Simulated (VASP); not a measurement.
# LiSi16 (a cell with a defect) in VASP: notebook

Runs on LiSi16 (a cell with a defect). Level: r2SCAN. Tasks: relaxation of the atoms, single point.

All numbers are computed with VASP 6.6.1; they aren't measurements. Logs are shortened: lines on timing, memory, paths and dates and some standing lists are left out, and cuts for length are marked.

### 1 The cell of the first run

The cell holds a defect, 17 atoms: a = 7.679 Å, b = 7.679 Å, c = 7.679 Å, α = 60.00°, β = 60.00°, γ = 60.00°.

### 2 Relaxation of the atoms, r2SCAN

Contents of POSCAR:

```
LiSi16
1.0
    0.0000000000      5.4300000000      5.4300000000
    5.4300000000      0.0000000000      5.4300000000
    5.4300000000      5.4300000000      0.0000000000
Si Li
16 1
Direct
    0.0000000000      0.0000000000      0.0000000000
    0.1250000000      0.1250000000      0.1250000000
    0.0000000000      0.0000000000      0.5000000000
    0.1250000000      0.1250000000      0.6250000000
    0.0000000000      0.5000000000      0.0000000000
    0.1250000000      0.6250000000      0.1250000000
    0.0000000000      0.5000000000      0.5000000000
    0.1250000000      0.6250000000      0.6250000000
    0.5000000000      0.0000000000      0.0000000000
    0.6250000000      0.1250000000      0.1250000000
    0.5000000000      0.0000000000      0.5000000000
    0.6250000000      0.1250000000      0.6250000000
    0.5000000000      0.5000000000      0.0000000000
    0.6250000000      0.6250000000      0.1250000000
    0.5000000000      0.5000000000      0.5000000000
    0.6250000000      0.6250000000      0.6250000000
    0.3714574000      0.8770309000      0.3710155000
```

Contents of INCAR.step1:

```
SYSTEM = LiSi16
PREC     = Accurate       ! precision mode
ENCUT    = 520            ! plane-wave cutoff, eV
ISMEAR   = 0              ! smearing method
SIGMA    = 0.05           ! smearing width, eV
LREAL    = Auto         
LASPH    = .TRUE.         ! aspherical terms in the spheres
NELM     = 60             ! most SCF steps
NELECT   = 66.0         
GGA      = PE             ! functional
ALGO     = Normal         ! electronic algorithm
EDIFF    = 1E-4           ! SCF threshold, eV
LWAVE    = .TRUE.         ! write WAVECAR
LCHARG   = .FALSE.        ! write CHGCAR
KPAR     = 2            
NCORE    = 2
```

Contents of INCAR.step2:

```
SYSTEM = LiSi16
PREC     = Accurate       ! precision mode
ENCUT    = 520            ! plane-wave cutoff, eV
EDIFF    = 1E-6           ! SCF threshold, eV
ISMEAR   = 0              ! smearing method
SIGMA    = 0.05           ! smearing width, eV
LREAL    = Auto         
LASPH    = .TRUE.         ! aspherical terms in the spheres
NELM     = 60             ! most SCF steps
ALGO     = Normal         ! electronic algorithm
ISIF     = 2              ! what is computed and relaxed
LWAVE    = .FALSE.        ! write WAVECAR
LCHARG   = .FALSE.        ! write CHGCAR
METAGGA  = R2SCAN         ! meta-GGA
LMIXTAU  = .TRUE.       
IBRION   = 2              ! ionic algorithm
NSW      = 80             ! ionic steps
EDIFFG   = -0.03          ! ionic threshold
NELECT   = 66.0         
ISTART   = 1            
KPAR     = 2            
NCORE    = 2
```

Contents of KPOINTS:

```
regular mesh
0
G
  2 2 2
  0 0 0
```

Potentials or basis: VASP PAW PBE potentials, release 64 (Si, Li_sv).

On the command line:

```
> cat potpaw_PBE.64/Si/POTCAR potpaw_PBE.64/Li_sv/POTCAR > POTCAR
> cp INCAR.step1 INCAR
> mpirun -np 4 vasp_std > vasp.out
> cp INCAR.step2 INCAR
> mpirun -np 4 vasp_std > vasp.out
```

OUTCAR:

```text
SYSTEM = LiSi16
   PREC = Accurate
   ENCUT = 520
   EDIFF = 1E-6
   ISMEAR = 0
   LREAL = Auto
   LASPH = .TRUE.
   NELM = 60
   ISIF = 2
   METAGGA = R2SCAN
   IBRION = 2
   NSW = 80
   EDIFFG = -0.03
   NELECT = 66.0
   ISTART = 1

 ion  position               nearest neighbor table
   1  0.000  0.000  0.000-   2 2.35   4 2.35   6 2.35  10 2.35
   2  0.125  0.125  0.125-   1 2.35   3 2.35   5 2.35   9 2.35  17 2.67
   3  0.000  0.000  0.500-  17 2.33   4 2.35   8 2.35  12 2.35   2 2.35
   4  0.125  0.125  0.625-   1 2.35   3 2.35   7 2.35  11 2.35  17 2.73
   5  0.000  0.500  0.000-   2 2.35   6 2.35   8 2.35  14 2.35
   6  0.125  0.625  0.125-   1 2.35   5 2.35   7 2.35  13 2.35
   7  0.000  0.500  0.500-   4 2.35   6 2.35   8 2.35  16 2.35
   8  0.125  0.625  0.625-   3 2.35   5 2.35   7 2.35  15 2.35  17 2.71
   9  0.500  0.000  0.000-  17 2.33  10 2.35  12 2.35  14 2.35   2 2.35
  10  0.625  0.125  0.125-   1 2.35   9 2.35  11 2.35  13 2.35  17 2.72
  11  0.500  0.000  0.500-   4 2.35  10 2.35  12 2.35  16 2.35  17 2.39
  12  0.625  0.125  0.625-   3 2.35   9 2.35  11 2.35  15 2.35
  13  0.500  0.500  0.000-   6 2.35  10 2.35  14 2.35  16 2.35
  14  0.625  0.625  0.125-   5 2.35   9 2.35  13 2.35  15 2.35  17 2.70
  15  0.500  0.500  0.500-   8 2.35  12 2.35  14 2.35  16 2.35  17 2.36
  16  0.625  0.625  0.625-   7 2.35  11 2.35  13 2.35  15 2.35  17 2.76
  17  0.371  0.877  0.371-   9 2.33   3 2.33  15 2.36  11 2.39   2 2.67  14 2.70   8 2.71  10 2.72
                             4 2.73  16 2.76

  LATTYP: Found a face centered cubic cell.
 ALAT       =    10.8600000000

  Lattice vectors:

 A1 = (   0.0000000000,   5.4300000000,   5.4300000000)
 A2 = (   5.4300000000,   0.0000000000,   5.4300000000)
 A3 = (   5.4300000000,   5.4300000000,   0.0000000000)

Analysis of symmetry for initial positions (statically):
=====================================================================
 Subroutine PRICEL returns:
 Original cell was already a primitive cell.

 Routine SETGRP: Setting up the symmetry group for a
 face centered cubic supercell.

 Subroutine GETGRP returns: Found  1 space group operations
 (whereof  1 operations were pure point group operations)
 out of a pool of 48 trial point group operations.

The static configuration has the point symmetry C_1 .

Analysis of symmetry for dynamics (positions and initial velocities):
=====================================================================
 Subroutine PRICEL returns:
 Original cell was already a primitive cell.

 Routine SETGRP: Setting up the symmetry group for a
 face centered cubic supercell.

 Subroutine GETGRP returns: Found  1 space group operations
 (whereof  1 operations were pure point group operations)
 out of a pool of 48 trial point group operations.

The dynamic configuration has the point symmetry C_1 .

 Subroutine INISYM returns: Found  1 space group operations
 (whereof  1 operations are pure point group operations),
 and found     1 'primitive' translations

----------------------------------------------------------------------------------------

                                     Primitive cell

  volume of cell :     320.2060

  direct lattice vectors                    reciprocal lattice vectors
     0.000000000  5.430000000  5.430000000    -0.092081031  0.092081031  0.092081031
     5.430000000  0.000000000  5.430000000     0.092081031 -0.092081031  0.092081031
     5.430000000  5.430000000  0.000000000     0.092081031  0.092081031 -0.092081031

  length of vectors
     7.679179644  7.679179644  7.679179644     0.159489025  0.159489025  0.159489025

  position of ions in fractional coordinates (direct lattice)
     0.000000000  0.000000000  0.000000000
     0.125000000  0.125000000  0.125000000
     0.000000000  0.000000000  0.500000000
     0.125000000  0.125000000  0.625000000
     0.000000000  0.500000000  0.000000000
     0.125000000  0.625000000  0.125000000
[... 9 lines left out ...]
     0.625000000  0.625000000  0.625000000
     0.371457400  0.877030900  0.371015500

  ion indices of the primitive-cell ions
   primitive index   ion index
                 1           1
                 2           2
                 3           3
                 4           4
                 5           5
                 6           6
[... 9 lines left out ...]
                16          16
                17          17

----------------------------------------------------------------------------------------

 KPOINTS: regular mesh

Automatic generation of k-mesh.
 Grid dimensions read from file:
 generate k-points for:    2    2    2

 Generating k-lattice:

  Cartesian coordinates                     Fractional coordinates (reciprocal lattice)
    -0.046040516  0.046040516  0.046040516     0.500000000  0.000000000  0.000000000
     0.046040516 -0.046040516  0.046040516     0.000000000  0.500000000  0.000000000
[... 47 lines left out ...]
   ISIF   =      2    stress and relaxation
   ISYM   =      2    0-nonsym 1-usesym 2-fastsym
   POTIM  = 0.5000    time-step for ionic-motion
   TEBEG  =    0.0;   TEEND  =   0.0 temperature during run
   PSTRESS=    0.0 pullay stress
   NELECT =      66.0000    total number of electrons
   NUPDOWN=      -1.0000    fix difference up-down
   EMIN   =  10.00;   EMAX   =-10.00  energy-range for DOS
   EFERMI =   0.00;   METHOD = LEGACY
   ISMEAR =     0;   SIGMA  =   0.05  broadening in eV -4-tet -1-fermi 0-gaus
   EFERMI_NEDOS =   21; number of points for ismear=-14 and -15
   IALGO  =     38    algorithm
   IMIX   =      4    mixing-type and parameters
     AMIX     =   0.40;   BMIX     =  1.00
     AMIX_MAG =   1.60;   BMIX_MAG =  1.00
  volume/ion in A,a.u.               =      18.84       127.11
  Fermi-wavevector in a.u.,A,eV,Ry     =   0.967044  1.827449 12.723821  0.935174
  Thomas-Fermi vector in A             =   2.096897
   LORBIT       =      0    0 simple, 1 ext, 2 COOP (PROOUT), +10 PAW based schemes
   METAGGA = R2SCAN    functional components
   LHFCALC =     F    Hartree Fock is set to
   AEXX    =    0.0000 exact exchange contribution
   IVDW    =     0    specifies the selected vdW correction
   LEPSILON=     F    determine dielectric tensor
   LRPA    =     F    only Hartree local field effects (RPA)
 conjugate gradient relaxation of ions
 non-spin polarized calculation
 Gauss-broadening in eV      SIGMA  =   0.05
  energy-cutoff  :      520.00
  volume of cell :      320.21
 maximum number of plane-waves:      8646
 NGX is ok and might be reduce to    60
   NGX = 29   NGY = 29   NGZ = 29

--------------------------------------- Ionic step        1  -------------------------------------------

 number of electron      66.0000004 magnetization

 Free energy of the ion-electron system (eV)
  ---------------------------------------------------
  ext. energy  EPLUGINS =         0.00000000
  ---------------------------------------------------
  free energy    TOTEN  =      -147.68371134 eV

  energy without entropy =     -147.68371134  energy(sigma->0) =     -147.68371134

------------------------ aborting loop because EDIFF is reached ----------------------------------------

  FORCE on cell =-STRESS in cart. coord.  units (eV):
  Direction    XX          YY          ZZ          XY          YZ          ZX
  --------------------------------------------------------------------------------------
  -------------------------------------------------------------------------------------
  Total       -3.9167866     -3.9101711     -3.9163054     -0.0507693     -0.0694648     -0.2566449
  in kB      -19.5979665    -19.5648654    -19.5955588     -0.2540285     -0.3475727     -1.2841440
  external PRESSURE =     -19.5861302 kB  Pullay stress =       0.0000000 kB

 VOLUME and BASIS-vectors are now :
 -----------------------------------------------------------------------------
  energy-cutoff  :      520.00
  volume of cell :      320.21
      direct lattice vectors                 reciprocal lattice vectors
     0.000000000  5.430000000  5.430000000    -0.092081031  0.092081031  0.092081031
     5.430000000  0.000000000  5.430000000     0.092081031 -0.092081031  0.092081031
     5.430000000  5.430000000  0.000000000     0.092081031  0.092081031 -0.092081031
[... 222 lines left out ...]
      6.78751      6.80804      6.78751        -0.000924     -0.001088     -0.000720
      6.77897      4.04971      6.78041         0.014789      0.054923      0.009524
 -----------------------------------------------------------------------------------
    total drift:                               -0.014713     -0.020852     -0.014967

  FREE ENERGIE OF THE ION-ELECTRON SYSTEM (eV)
  ---------------------------------------------------
  free  energy   TOTEN  =      -147.8046207855 eV

  energy  without entropy=     -147.8046207855  energy(sigma->0) =     -147.80462079

--------------------------------------- Ionic step        6  -------------------------------------------

 number of electron      66.0000000 magnetization

 Free energy of the ion-electron system (eV)
  ---------------------------------------------------
  ext. energy  EPLUGINS =         0.00000000
  ---------------------------------------------------
  free energy    TOTEN  =      -147.80484966 eV

  energy without entropy =     -147.80484966  energy(sigma->0) =     -147.80484966

 E-fermi :   6.2248     XC(G=0):  -9.8963

 val. band max:        5.9508011440   @ k =   0.0000   0.0000   0.0000
 cond. band min:       6.7964056000   @ k =   0.0000   0.0000   0.0000
 fundamental gap:      0.8456044560
 Fermi energy:         6.2248145332

 k-point     1 :       0.0000    0.0000    0.0000
  band No.  band energies     occupation
      1     -42.1109      2.00000
      2      -6.5771      2.00000
      3      -4.2038      2.00000
      4      -4.1468      2.00000
      5      -4.1468      2.00000
      6      -4.1462      2.00000
[... 375 lines left out ...]
      2.74234      8.11776      5.40323        -0.003220     -0.003500      0.001743
      4.09434      4.07158      1.35697        -0.007952     -0.007811     -0.007718
      2.72440      0.00860      2.72444        -0.002437      0.001060     -0.002604
      4.07283      1.35783      4.07280         0.000996      0.001474      0.000962
[... 9 lines left out ...]
      6.78744      6.80846      6.78745        -0.003165     -0.010068     -0.003180
      6.77980      4.05318      6.78096         0.008294      0.026621      0.004720
 -----------------------------------------------------------------------------------
    total drift:                               -0.015790     -0.031515     -0.015434

  FREE ENERGIE OF THE ION-ELECTRON SYSTEM (eV)
  ---------------------------------------------------
  free  energy   TOTEN  =      -147.8048496573 eV

  energy  without entropy=     -147.8048496573  energy(sigma->0) =     -147.80484966

 reached required accuracy - stopping structural energy minimisation
```

It took 14 min on 4 MPI ranks of Intel Xeon Platinum 8488C (Sapphire Rapids), shared host; peak memory 0.38 GiB.

What came out:

```
Free energy                  : -147.8048 eV
Energy gained by relaxing    : 7.1 meV/atom
Ionic steps                  : 6
Largest force after relaxing : 0.028 eV/Å
```

Forces in eV/Å, atoms in the order of the input:
```
Si   0.004  0.002  0.004
Si   0.001  0.009  0.002
Si  -0.003 -0.004  0.002
Si  -0.008 -0.008 -0.008
Si  -0.002  0.001 -0.003
Si   0.001  0.001  0.001
Si   0.002  0.004  0.001
Si   0.005 -0.004  0.009
Si   0.002 -0.003 -0.004
Si  -0.008 -0.008 -0.008
Si   0.007  0.004  0.008
Si  -0.006 -0.014 -0.004
Si   0.000  0.004  0.002
Si   0.009 -0.004  0.006
Si  -0.009  0.002 -0.009
Si  -0.003 -0.010 -0.003
Li   0.008  0.027  0.005
```

Step by step:
```tsv
step	energy change (eV)	largest force (eV/Å)	pressure (GPa)
1	0.0000	1.0632	-1.96
2	-0.1186	0.1212	-2.04
3	-0.1187	0.1252	-2.04
4	-0.1208	0.0697	-2.04
5	-0.1209	0.0577	-2.03
6	-0.1211	0.0283	-2.03
```

Final structure:
```
CELL_PARAMETERS angstrom
0.00000 5.43000 5.43000
5.43000 0.00000 5.43000
5.43000 5.43000 0.00000
ATOMIC_POSITIONS crystal
Si 0.00075 0.99761 0.00074
Si 0.12284 0.12719 0.12283
Si 0.99251 0.00256 0.50247
Si 0.12286 0.12705 0.62697
Si 0.00080 0.50094 0.00079
Si 0.12503 0.62503 0.12503
Si 0.00071 0.50083 0.49762
Si 0.12283 0.62307 0.62704
Si 0.50250 0.00259 0.99243
Si 0.62698 0.12705 0.12284
Si 0.50196 0.00203 0.50196
Si 0.62457 0.12525 0.62452
Si 0.49762 0.50083 0.00070
Si 0.62705 0.62307 0.12281
Si 0.50221 0.49341 0.50221
Si 0.62693 0.62306 0.62693
Li 0.37333 0.87547 0.37311
```

Caveat: the k points lie up to 0.50 Å⁻¹ apart; the cell carries a net charge on a neutralising background, which shifts energy and pressure; the cell is charged against a uniform background, so pressure and absolute levels hang on convention; the cutoff is under 1.25 times the usual one of these potentials, so pressure, stress and relaxed cells hold a basis-set (Pulay) error; the PAW data sets were made with another functional, which shifts forces and pressure a little.

### 3 Single point, r2SCAN

Contents of POSCAR:

```
LiSi16
1.0
    0.0000000000      5.4300000000      5.4300000000
    5.4300000000      0.0000000000      5.4300000000
    5.4300000000      5.4300000000      0.0000000000
Si Li
16 1
Direct
    0.0007984346      0.0000621547     -0.0005610497
    0.1228994475      0.1227902394      0.1226837937
   -0.0017548803     -0.0018797422      0.5017627993
    0.1229787293      0.1228663904      0.6313503683
   -0.0018344383      0.5020127072     -0.0020447514
    0.1227867403      0.6320086556      0.1225801105
   -0.0018016575      0.5020174954      0.5017622468
    0.1274732044      0.6242639963      0.6240980663
    0.5023119705     -0.0020574586     -0.0021412523
    0.6327859116      0.1224522099      0.1223610497
    0.5023174954     -0.0020257827      0.5017847145
    0.6244059853      0.1275010129      0.6240140884
    0.5023085635      0.5020282689     -0.0021849908
    0.6243408840      0.6241136280      0.1275268877
    0.4999925414      0.4999984346      0.5000063536
    0.6243669429      0.6241385820      0.6239787293
    0.2521670350      1.2500841621      0.2485668508
```

Contents of INCAR.step1:

```
SYSTEM = LiSi16
  PREC = Accurate
  ENCUT = 520
  ISMEAR = 0
  SIGMA = 0.05
  LREAL = Auto
  LASPH = .True.
  NELM = 60
  NBANDS = 48
  NELECT = 66.0
  GGA = PE
  ALGO = Normal
  EDIFF = 1E-4
  LWAVE = .True.
  LCHARG = .False.
```

Contents of INCAR.step2:

```
SYSTEM = LiSi16
  PREC = Accurate
  ENCUT = 520
  EDIFF = 1E-6
  ISMEAR = 0
  SIGMA = 0.05
  LREAL = Auto
  LASPH = .True.
  NELM = 60
  ALGO = Normal
  ISIF = 2
  LWAVE = .False.
  LCHARG = .False.
  METAGGA = R2SCAN
  LMIXTAU = .True.
  NBANDS = 48
  NELECT = 66.0
  ISTART = 1
```

Contents of KPOINTS:

```
regular mesh
0
Gamma
  2 2 2
  0 0 0
```

Potentials or basis: VASP PAW PBE potentials, release 64 (Si, Li_sv).

On the command line:

```
> cat potpaw_PBE.64/Si/POTCAR potpaw_PBE.64/Li_sv/POTCAR > POTCAR
> cp INCAR.step1 INCAR
> mpirun -np 1 vasp_std > vasp.out
> cp INCAR.step2 INCAR
> mpirun -np 1 vasp_std > vasp.out
```

It took 22 min on 1 thread of Oxide Virtual Turin-like, shared host; peak memory 0.52 GiB.

It converged, with:

```yaml
Free_energy: -147.8049 eV
Largest_force: 0.038 eV/Å
```

Forces on the atoms (eV/Å):
```
Si   0.002  0.000 -0.007
Si  -0.007  0.004  0.006
Si   0.000  0.000 -0.005
Si  -0.004  0.006  0.005
Si   0.001  0.001 -0.001
Si  -0.007  0.005  0.007
Si   0.002 -0.001 -0.001
Si   0.006 -0.004 -0.010
Si   0.003  0.006  0.002
Si  -0.002  0.001  0.004
Si  -0.006 -0.001  0.003
Si  -0.007  0.009 -0.013
Si  -0.003  0.004 -0.007
Si  -0.010 -0.010  0.006
Si   0.000  0.001 -0.002
Si   0.011  0.011  0.005
Li   0.021 -0.031  0.006
```

Levels at points of the mesh, in eV from the Fermi level:
| k point | band 29 | band 30 | band 31 | band 32 | band 33 | band 34 | band 35 | band 36 | band 37 | band 38 |
| --- | --- | --- | --- | --- | --- | --- | --- | --- | --- | --- |
| (0.00, 0.00, 0.00) | -1.58 | -1.58 | -0.38 | -0.38 | -0.38 | 0.46 | 0.46 | 0.46 | 0.54 | 0.54 |
| (0.50, 0.00, 0.00) | -2.61 | -1.25 | -1.25 | -1.15 | -1.15 | 1.05 | 1.25 | 1.25 | 1.45 | 1.45 |
| (0.00, 0.50, 0.00) | -2.61 | -1.25 | -1.25 | -1.15 | -1.15 | 1.06 | 1.24 | 1.25 | 1.45 | 1.45 |
| (0.00, 0.00, 0.50) | -2.61 | -1.25 | -1.25 | -1.15 | -1.15 | 1.06 | 1.24 | 1.25 | 1.45 | 1.45 |
| (0.50, 0.50, 0.50) | -2.61 | -1.25 | -1.25 | -1.15 | -1.15 | 1.06 | 1.24 | 1.25 | 1.45 | 1.45 |
| (0.50, 0.50, 0.00) | -2.39 | -1.82 | -1.82 | -1.78 | -1.73 | 0.88 | 0.96 | 2.10 | 2.21 | 2.21 |
| (0.00, 0.50, 0.50) | -2.39 | -1.82 | -1.82 | -1.78 | -1.73 | 0.88 | 0.96 | 2.10 | 2.21 | 2.21 |
| (0.50, 0.00, 0.50) | -2.39 | -1.82 | -1.82 | -1.78 | -1.73 | 0.88 | 0.96 | 2.10 | 2.21 | 2.21 |

Caveat: the k points lie up to 0.50 Å⁻¹ apart; the cell carries a net charge on a neutralising background, which shifts energy and pressure; the cell is charged against a uniform background, so pressure and absolute levels hang on convention; the cutoff is under 1.25 times the usual one of these potentials, so pressure, stress and relaxed cells hold a basis-set (Pulay) error; the PAW data sets were made with another functional, which shifts forces and pressure a little.
